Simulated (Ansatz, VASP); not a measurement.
Os in VASP and in Ansatz

```
Os
1.0
     2.55741    0.00000    0.00000
     0.00000    2.55741    0.00000
     0.00000    0.00000    2.55741
Os
1
Direct
  0.00000 0.00000 0.00000
```

Alike in both runs: task single point; functional LDA; k mesh 15 × 15 × 15; occupations fermi-dirac, width 0.05 eV; no spin polarisation.

|  | VASP | Ansatz |
| --- | --- | --- |
| version | VASP 6.6.1 | Ansatz 0.2.0 |
| potentials or method | VASP PAW LDA potentials, release 64 (Os), cutoff 520 eV | all-electron LAPW, scalar-relativistic |

```csv
,VASP,Ansatz,Ansatz less VASP
pressure (GPa),-13.4,-13.3,+0.14
```

LDA's correlation is that of Perdew and Zunger in VASP and of Perdew and Wang (1992) in Ansatz. Ansatz ran all-electron here, and VASP with PAW potentials.

Spin-orbit coupling is off throughout.
